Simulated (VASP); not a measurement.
# ZrZn (Pm-3m) in VASP: notebook, part 2 of 2

VASP 6.6.1.

## 3. Single point, LDA

This run uses another cell than the first one, of 17.34 Å³/atom.

INCAR reads:

```
SYSTEM = ZrZn
ALGO = Normal ; EDIFF = 1E-6
ENCUT = 520 ; ISIF = 2
ISMEAR = -1 ; LASPH = .TRUE.
LCHARG = .FALSE. ; LREAL = .FALSE.
LWAVE = .FALSE. ; NBANDS = 19
NELM = 100 ; PREC = Accurate
SIGMA = 0.15
```

KPOINTS reads:

```
k-points
0
G
  12 12 12
  0 0 0
```

POSCAR reads:

```
ZrZn
1.0
    3.2608278543      0.0000000000      0.0000000000
    0.0000000000      3.2608278543      0.0000000000
    0.0000000000      0.0000000000      3.2608278543
Zr Zn
1 1
Direct
    0.5000000000      0.5000000000      0.5000000000
    0.0000000000      0.0000000000      0.0000000000
```

Potentials or basis: VASP PAW LDA potentials, release 64 (Zr_sv, Zn).

Command:

```sh
cat potpaw_LDA.64/Zr_sv/POTCAR potpaw_LDA.64/Zn/POTCAR > POTCAR
mpirun -np 1 vasp_std > vasp.out
```

It took 14 s on 1 thread of Intel Xeon 6975P-C (Granite Rapids), shared host; peak memory 0.16 GiB.

The run converged. Its results:

| Item | Value |
| --- | --- |
| Free energy | -11.8191 eV |
| Pressure | 0.4 GPa |
| Band gap on the k mesh | zero (bands 12 and 13 overlap by 0.29 eV) |

Levels at points of the mesh, in eV from the Fermi level:
```csv
k point,band 8,band 9,band 10,band 11,band 12,band 13,band 14,band 15,band 16,band 17
"(0.00, 0.00, 0.00)",-7.24,-7.24,-7.24,-0.99,-0.99,3.68,3.68,3.68,5.71,5.71
"(0.50, 0.00, 0.00)",-7.28,-7.19,-4.31,-4.24,-0.72,0.66,0.66,3.74,5.48,9.05
"(0.50, 0.50, 0.00)",-7.41,-6.99,-4.62,-0.42,-0.21,-0.21,2.16,2.16,5.17,7.42
"(0.50, 0.50, 0.50)",-6.98,-6.98,-2.98,-2.98,-2.98,0.40,5.32,5.32,6.29,6.29
```

## 4. Single point, LDA (17.68 Å³/atom)

This run uses another cell than the first one, of 17.68 Å³/atom.

INCAR reads:

```
SYSTEM = ZrZn
PREC = Accurate
ENCUT = 520
EDIFF = 1E-6
ISMEAR = -1
SIGMA = 0.15
LREAL = .False.
LASPH = .True.
NELM = 100
ALGO = Fast
ISIF = 2
LWAVE = .False.
LCHARG = .False.
GGA = CA
NBANDS = 19
```

KPOINTS reads:

```
Automatic mesh
0
Gamma
  12 12 12
  0 0 0
```

POSCAR reads:

```
ZrZn
1.0
    3.2824233701      0.0000000000      0.0000000000
    0.0000000000      3.2824233701      0.0000000000
    0.0000000000      0.0000000000      3.2824233701
Zr Zn
1 1
Direct
    0.5000000000      0.5000000000      0.5000000000
    0.0000000000      0.0000000000      0.0000000000
```

Command:

```sh
cat potpaw_LDA.64/Zr_sv/POTCAR potpaw_LDA.64/Zn/POTCAR > POTCAR
mpirun -np 1 vasp_std > vasp.out
```

Wall time 22 s (1 thread of Intel Xeon 6975P-C (Granite Rapids), shared host); peak memory 0.16 GiB.

It converged, with:

- Free energy: -11.8158 eV
- Pressure: -2.0 GPa
- Band gap on the k mesh: zero (bands 12 and 13 overlap by 0.31 eV)

Levels at points of the mesh, in eV from the Fermi level:
| k point | band 10 | band 11 | band 12 | band 13 | band 14 | band 15 |
| --- | --- | --- | --- | --- | --- | --- |
| (0.00, 0.00, 0.00) | -7.19 | -0.96 | -0.96 | 3.59 | 3.59 | 3.59 |
| (0.50, 0.00, 0.00) | -4.31 | -4.19 | -0.69 | 0.65 | 0.65 | 3.65 |
| (0.50, 0.50, 0.00) | -4.56 | -0.43 | -0.22 | -0.22 | 2.12 | 2.12 |
| (0.50, 0.50, 0.50) | -2.90 | -2.90 | -2.90 | 0.35 | 5.19 | 5.19 |

## 5. Relaxation of cell and atoms, LDA

This run uses another cell than the first one, of 17.32 Å³/atom.

INCAR reads:

```
SYSTEM = ZrZn
PREC = Accurate
ENCUT = 600
EDIFF = 1E-6
ISMEAR = -1
SIGMA = 0.15
LREAL = .False.
LASPH = .True.
NELM = 80
ALGO = Fast
ISIF = 3
LWAVE = .False.
LCHARG = .False.
IBRION = 2
NSW = 80
EDIFFG = -0.001
```

KPOINTS is that of step 4.

POSCAR reads:

```
ZrZn
1.0
    3.2600261330      0.0000000000      0.0000000000
    0.0000000000      3.2600261330      0.0000000000
    0.0000000000      0.0000000000      3.2600261330
Zr Zn
1 1
Direct
    0.5000000000      0.5000000000      0.5000000000
    0.0000000000      0.0000000000      0.0000000000
```

Potentials or basis: VASP PAW LDA potentials, release 64 (Zr_sv, Zn).

Command:

```sh
cat potpaw_LDA.64/Zr_sv/POTCAR potpaw_LDA.64/Zn/POTCAR > POTCAR
mpirun -np 1 vasp_std > vasp.out
```

OUTCAR:

```text
SYSTEM = ZrZn
   PREC = Accurate
   ENCUT = 600
   EDIFF = 1E-6
   ISMEAR = -1
   LREAL = .False.
   LASPH = .True.
   NELM = 80
   ISIF = 3
   IBRION = 2
   NSW = 80
   EDIFFG = -0.001

 ion  position               nearest neighbor table
   1  0.500  0.500  0.500-   2 2.82   2 2.82   2 2.82   2 2.82   2 2.82   2 2.82   2 2.82   2 2.82

   2  0.000  0.000  0.000-   1 2.82   1 2.82   1 2.82   1 2.82   1 2.82   1 2.82   1 2.82   1 2.82

  LATTYP: Found a simple cubic cell.
 ALAT       =     3.2600261330

  Lattice vectors:

 A1 = (   3.2600261330,   0.0000000000,   0.0000000000)
 A2 = (   0.0000000000,   3.2600261330,   0.0000000000)
 A3 = (   0.0000000000,   0.0000000000,   3.2600261330)

Analysis of symmetry for initial positions (statically):
[... 327 lines left out ...]
  energy without entropy =      -11.74307835  energy(sigma->0) =      -11.78099739

 E-fermi :   7.2605     XC(G=0): -12.0480

 val. band max:        7.2568219654   @ k =   0.5000   0.3333   0.0000
 cond. band min:       7.2955673939   @ k =   0.5000   0.1667   0.0833
 fundamental gap:      0.0387454286
 Fermi energy:         7.2605200009

 k-point     1 :       0.0000    0.0000    0.0000
  band No.  band energies     occupation
      1     -41.2232      2.00000
      2     -19.2144      2.00000
      3     -19.2144      2.00000
      4     -19.2144      2.00000
      5      -0.9167      2.00000
      6      -0.3490      2.00000
[... 433 lines left out ...]
      3     -19.5206      2.00000
      4     -19.1409      2.00000
      5      -0.2773      2.00000
      6      -0.2346      2.00000
[... 8 lines left out ...]
     15       9.6990      0.00000
     16      12.3027      0.00000

 [... further k-points ...]

------------------------ aborting loop because EDIFF is reached ----------------------------------------

  FORCE on cell =-STRESS in cart. coord.  units (eV):
  Direction    XX          YY          ZZ          XY          YZ          ZX
  --------------------------------------------------------------------------------------
  -------------------------------------------------------------------------------------
  Total       -0.0014951     -0.0014951     -0.0014951     -0.0000000     -0.0000000     -0.0000000
  in kB       -0.0689156     -0.0689156     -0.0689156     -0.0000000     -0.0000000     -0.0000000
  external PRESSURE =      -0.0689156 kB  Pullay stress =       0.0000000 kB
[... 17 lines left out ...]
  FREE ENERGIE OF THE ION-ELECTRON SYSTEM (eV)
  ---------------------------------------------------
  free  energy   TOTEN  =       -11.8189164269 eV

  energy  without entropy=      -11.7430783520  energy(sigma->0) =      -11.78099739

 reached required accuracy - stopping structural energy minimisation
```

It took 100 s on 1 thread of Intel Xeon 6975P-C (Granite Rapids), shared host; peak memory 0.19 GiB.

What came out:

```yaml
Free_energy: -11.8189 eV
Relaxed_volume: 17.38 Å³/atom
Relaxed_cell: a = 3.264 Å, b = 3.264 Å, c = 3.264 Å, α = 90.00°, β = 90.00°, γ = 90.00°
Space_group_after_relaxing_to_0.1_Å: Pm-3m (No. 221)
Energy_gained_by_relaxing: 0.1 meV/atom
Ionic_steps: 5
Pressure_after_relaxing: 0.0 GPa
Band_gap_on_the_k_mesh: zero (bands 12 and 13 overlap by 0.29 eV)
```

Step by step:
```csv
step,energy change (eV),largest force (eV/Å),pressure (GPa),volume (Å³)
1,0.0000,0.0000,0.50,34.65
2,0.0000,0.0000,-0.50,34.92
3,-0.0002,0.0000,-0.08,34.78
4,-0.0002,0.0000,-0.02,34.77
5,-0.0002,0.0000,-0.01,34.76
```

Final structure:
```cif
data_structure
_symmetry_space_group_name_H-M 'P 1'
_symmetry_Int_Tables_number 1
_cell_length_a 3.2635
_cell_length_b 3.2635
_cell_length_c 3.2635
_cell_angle_alpha 90.000
_cell_angle_beta 90.000
_cell_angle_gamma 90.000
_cell_volume 34.76
loop_
_atom_site_label
_atom_site_type_symbol
_atom_site_fract_x
_atom_site_fract_y
_atom_site_fract_z
_atom_site_occupancy
Zr1 Zr 0.50000 0.50000 0.50000 1
Zn1 Zn 0.00000 0.00000 0.00000 1
```

## 6. Summary

| task | cell | cutoff (eV) | gap on the mesh (eV) | pressure (GPa) |
| --- | --- | --- | --- | --- |
| single point | a = 3.239 Å, 2 atoms | 520 | none | 3.1 |
| single point | a = 3.261 Å, 2 atoms | 520 | none | 0.4 |
| single point | a = 3.282 Å, 2 atoms | 520 | none | -2.0 |
| relaxation of cell and atoms | relaxed from a = 3.260 Å, 2 atoms | 600 | none | 0.0 |

Alike in all rows: level LDA; potentials or basis VASP PAW LDA potentials, release 64 (Zr_sv, Zn); no spin polarisation; k mesh 12 × 12 × 12; smearing fermi-dirac 0.15 eV.

Caveats: the cell stands under pressure (at least some runs).

Total energies depend on the potentials used, so only differences within one code and one set of settings carry meaning.
